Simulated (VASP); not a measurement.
# Zr in VASP: further runs, part 2 of 2

VASP 6.6.1. The steps go on from the part before.

## 3. Single point, PBE

This run uses another cell than the first one.

Contents of INCAR:

```
SYSTEM = Zr
ALGO = Normal
EDIFF = 1E-6
ENCUT = 520
GGA = PE
ISIF = 2
ISMEAR = 0
LASPH = .TRUE.
LCHARG = .FALSE.
LREAL = .FALSE.
LWAVE = .FALSE.
NBANDS = 71
NELM = 100
PREC = Accurate
SIGMA = 0.05
```

Contents of KPOINTS:

```
k-points
0
G
  1 1 7
  0 0 0
```

Contents of POSCAR:

```
Zr
1.0
   15.5000000000      0.0000000000      0.0000000000
    0.0000000000     14.9000000000      0.0000000000
    0.0000000000      0.0000000000      5.1691199841
Zr
10
Direct
    0.3957164560      0.3121021377      0.2500000000
    0.2914329120      0.5000000000      0.2500000000
    0.6042835440      0.3121021377      0.2500000000
    0.5000000000      0.5000000000      0.2500000000
    0.3957164560      0.6878978623      0.2500000000
    0.7085670880      0.5000000000      0.2500000000
    0.6042835440      0.6878978623      0.2500000000
    0.3957164560      0.4373673792      0.7500000000
    0.6042835440      0.4373673792      0.7500000000
    0.5000000000      0.6252652415      0.7500000000
```

Potentials or basis: VASP PAW PBE potentials, release 64 (Zr_sv).

The run is started by

```bash
$ cat potpaw_PBE.64/Zr_sv/POTCAR > POTCAR
$ mpirun -np 1 vasp_std > vasp.out
```

OUTCAR:

```text
SYSTEM = Zr
   EDIFF = 1E-6
   ENCUT = 520
   GGA = PE
   ISIF = 2
   ISMEAR = 0
   LASPH = .TRUE.
   LREAL = .FALSE.
   NELM = 100
   PREC = Accurate

 ion  position               nearest neighbor table
   1  0.396  0.312  0.250-   8 3.19   8 3.19   3 3.23   4 3.23   2 3.23
   2  0.291  0.500  0.250-   8 3.19   8 3.19   4 3.23   1 3.23   5 3.23
   3  0.604  0.312  0.250-   9 3.19   9 3.19   1 3.23   4 3.23   6 3.23
   4  0.500  0.500  0.250-  10 3.19  10 3.19   8 3.19   8 3.19   9 3.19   9 3.19   2 3.23   6 3.23
                             1 3.23   7 3.23   3 3.23   5 3.23
   5  0.396  0.688  0.250-  10 3.19  10 3.19   7 3.23   4 3.23   2 3.23
   6  0.709  0.500  0.250-   9 3.19   9 3.19   4 3.23   3 3.23   7 3.23
   7  0.604  0.688  0.250-  10 3.19  10 3.19   5 3.23   4 3.23   6 3.23
   8  0.396  0.437  0.750-   1 3.19   1 3.19   4 3.19   4 3.19   2 3.19   2 3.19   9 3.23  10 3.23

   9  0.604  0.437  0.750-   3 3.19   3 3.19   4 3.19   4 3.19   6 3.19   6 3.19   8 3.23  10 3.23

  10  0.500  0.625  0.750-   4 3.19   4 3.19   7 3.19   5 3.19   5 3.19   7 3.19   9 3.23   8 3.23

  LATTYP: Found a simple orthorhombic cell.
 ALAT       =     5.1691199841
 B/A-ratio  =     2.8825022530
 C/A-ratio  =     2.9985761692

  Lattice vectors:

 A1 = (   0.0000000000,   0.0000000000,  -5.1691199841)
 A2 = (   0.0000000000,  14.9000000000,   0.0000000000)
 A3 = (  15.5000000000,   0.0000000000,   0.0000000000)

Analysis of symmetry for initial positions (statically):
=====================================================================
 Subroutine PRICEL returns:
 Original cell was already a primitive cell.

 Routine SETGRP: Setting up the symmetry group for a
 simple orthorhombic supercell.

 Subroutine GETGRP returns: Found  4 space group operations
 (whereof  2 operations were pure point group operations)
 out of a pool of  8 trial point group operations.

The static configuration has the point symmetry C_1h.
 The point group associated with its full space group is C_2v.

Analysis of symmetry for dynamics (positions and initial velocities):
=====================================================================
 Subroutine PRICEL returns:
 Original cell was already a primitive cell.

 Routine SETGRP: Setting up the symmetry group for a
 simple orthorhombic supercell.

 Subroutine GETGRP returns: Found  4 space group operations
 (whereof  2 operations were pure point group operations)
 out of a pool of  8 trial point group operations.

The dynamic configuration has the point symmetry C_1h.
 The point group associated with its full space group is C_2v.

 Subroutine INISYM returns: Found  4 space group operations
 (whereof  2 operations are pure point group operations),
 and found     1 'primitive' translations

----------------------------------------------------------------------------------------

                                     Primitive cell

  volume of cell :    1193.8083

  direct lattice vectors                    reciprocal lattice vectors
    15.500000000  0.000000000  0.000000000     0.064516129  0.000000000  0.000000000
[... 60 lines left out ...]
  0.000000  0.000000  0.142857      2.000000
  0.000000  0.000000  0.285714      2.000000
  0.000000  0.000000  0.428571      2.000000
   k-points           NKPTS =      4   k-points in BZ     NKDIM =      4   number of bands    NBANDS=     71
   number of dos      NEDOS =    301   number of ions     NIONS =     10
   total plane-waves  NPLWV = 537600
   dimension x,y,z NGX =   120 NGY =  112 NGZ =   40
   dimension x,y,z NGXF=   240 NGYF=  224 NGZF=   80
   ions per type =              10
   NGX,Y,Z   is equivalent  to a cutoff of  12.87, 12.50, 12.86 a.u.
   NGXF,Y,Z  is equivalent  to a cutoff of  25.74, 24.99, 25.73 a.u.
 SYSTEM =  Zr
   PREC   = accura    normal or accurate (medium, high low for compatibility)
   ISTART =      0    job   : 0-new  1-cont  2-samecut
   ICHARG =      2    charge: 1-file 2-atom 10-const
   ISPIN  =      1    spin polarized calculation?
   LNONCOLLINEAR =      F non collinear calculations
   LSORBIT =      F    spin-orbit coupling
   LASPH  =      T    aspherical Exc in radial PAW
   ENCUT  =  520.0 eV  38.22 Ry    6.18 a.u.  28.82 27.70  9.61*2*pi/ulx,y,z
   NELM   =    100;   NELMIN=  2; NELMDL= -5     # of ELM steps
   EDIFF  = 0.1E-05   stopping-criterion for ELM
   LREAL  =      F    real-space projection
   EDIFFG = 0.1E-04   stopping-criterion for IOM
   NSW    =      0    number of steps for IOM
   IBRION =     -1    ionic relax: 0-MD 1-quasi-New 2-CG
   NFREE  =      0    steps in history (QN), initial steepest desc. (CG)
   ISIF   =      2    stress and relaxation
   ISYM   =      2    0-nonsym 1-usesym 2-fastsym
   POTIM  = 0.5000    time-step for ionic-motion
   TEBEG  =    0.0;   TEEND  =   0.0 temperature during run
   PSTRESS=    0.0 pullay stress
   NELECT =     120.0000    total number of electrons
   NUPDOWN=      -1.0000    fix difference up-down
   EMIN   =  10.00;   EMAX   =-10.00  energy-range for DOS
   EFERMI =   0.00;   METHOD = LEGACY
   ISMEAR =     0;   SIGMA  =   0.05  broadening in eV -4-tet -1-fermi 0-gaus
   EFERMI_NEDOS =   21; number of points for ismear=-14 and -15
   IALGO  =     38    algorithm
   IMIX   =      4    mixing-type and parameters
     AMIX     =   0.40;   BMIX     =  1.00
     AMIX_MAG =   1.60;   BMIX_MAG =  1.00
  volume/ion in A,a.u.               =     119.38       805.62
  Fermi-wavevector in a.u.,A,eV,Ry     =   0.761185  1.438432  7.883257  0.579403
  Thomas-Fermi vector in A             =   1.860369
   LORBIT       =      0    0 simple, 1 ext, 2 COOP (PROOUT), +10 PAW based schemes
   GGA     = PE    functional components
   LHFCALC =     F    Hartree Fock is set to
   AEXX    =    0.0000 exact exchange contribution
   IVDW    =     0    specifies the selected vdW correction
   LEPSILON=     F    determine dielectric tensor
   LRPA    =     F    only Hartree local field effects (RPA)
 non-spin polarized calculation
 Gauss-broadening in eV      SIGMA  =   0.05
  energy-cutoff  :      520.00
  volume of cell :     1193.81
 maximum number of plane-waves:     32193
 NGX is ok and might be reduce to   120
   NGX = 57   NGY = 55   NGZ = 19

 number of electron     120.0000001 magnetization

 Free energy of the ion-electron system (eV)
  ---------------------------------------------------
  ext. energy  EPLUGINS =         0.00000000
  ---------------------------------------------------
  free energy    TOTEN  =       -68.01029753 eV

  energy without entropy =      -67.95741831  energy(sigma->0) =      -67.98385792

 E-fermi :  -0.6642     XC(G=0):  -3.6749

 val. band max:       -0.6688728179   @ k =   0.0000   0.0000   0.4286
 cond. band min:      -0.6455310991   @ k =   0.0000   0.0000   0.4286
 fundamental gap:      0.0233417188
 Fermi energy:        -0.6641653434

 k-point     1 :       0.0000    0.0000    0.0000
  band No.  band energies     occupation
      1     -50.0072      2.00000
      2     -49.9961      2.00000
      3     -49.9958      2.00000
      4     -49.9756      2.00000
      5     -49.9753      2.00000
      6     -49.9652      2.00000
[... 285 lines left out ...]
     70       0.2861      0.00000
     71       0.4577      0.00000

------------------------ aborting loop because EDIFF is reached ----------------------------------------

  FORCE on cell =-STRESS in cart. coord.  units (eV):
  Direction    XX          YY          ZZ          XY          YZ          ZX
  --------------------------------------------------------------------------------------
  -------------------------------------------------------------------------------------
  Total      -17.5876485    -17.5899610    -17.6385023      0.0000000      0.0000000      0.0000000
  in kB      -23.6039008    -23.6070044    -23.6721503      0.0000000      0.0000000      0.0000000
  external PRESSURE =     -23.6276851 kB  Pullay stress =       0.0000000 kB

 VOLUME and BASIS-vectors are now :
 -----------------------------------------------------------------------------
  energy-cutoff  :      520.00
  volume of cell :     1193.81
      direct lattice vectors                 reciprocal lattice vectors
    15.500000000  0.000000000  0.000000000     0.064516129  0.000000000  0.000000000
     0.000000000 14.900000000  0.000000000     0.000000000  0.067114094  0.000000000
     0.000000000  0.000000000  5.169119984     0.000000000  0.000000000  0.193456527

 POSITION                                       TOTAL-FORCE (eV/Angst)
 -----------------------------------------------------------------------------------
      6.13361      4.65032      1.29228         0.232859      1.812699      0.000000
      4.51721      7.45000      1.29228         1.686516     -0.707693     -0.000000
      9.36639      4.65032      1.29228        -0.232859      1.812699      0.000000
      7.75000      7.45000      1.29228         0.000000      0.002319     -0.000000
      6.13361     10.24968      1.29228         1.458448     -1.107783     -0.000000
     10.98279      7.45000      1.29228        -1.686516     -0.707693     -0.000000
      9.36639     10.24968      1.29228        -1.458448     -1.107783     -0.000000
      6.13361      6.51677      3.87684         0.346368      0.201112     -0.000000
      9.36639      6.51677      3.87684        -0.346368      0.201112     -0.000000
      7.75000      9.31645      3.87684         0.000000     -0.398986     -0.000000
 -----------------------------------------------------------------------------------
    total drift:                               -0.000000     -0.000103      0.000000

  FREE ENERGIE OF THE ION-ELECTRON SYSTEM (eV)
  ---------------------------------------------------
  free  energy   TOTEN  =       -68.0102975319 eV

  energy  without entropy=      -67.9574183051  energy(sigma->0) =      -67.98385792
```

It took 10 min on 1 thread of Intel Xeon 6975P-C (Granite Rapids), shared host; peak memory 1 GiB.

What came out:

* Free energy: -68.0103 eV
* Largest force: 1.831 eV/Å
* Band gap on the k mesh: zero (bands 60 and 61 overlap by 0.20 eV)

Forces in eV/Å, atoms in the order of the input:
```
Zr   0.233  1.813  0.000
Zr   1.687 -0.708  0.000
Zr  -0.233  1.813  0.000
Zr   0.000  0.002  0.000
Zr   1.458 -1.108  0.000
Zr  -1.687 -0.708  0.000
Zr  -1.458 -1.108  0.000
Zr   0.346  0.201  0.000
Zr  -0.346  0.201  0.000
Zr   0.000 -0.399  0.000
```

The gap in the log of VASP goes by the Fermi energy; the results here count the filled bands.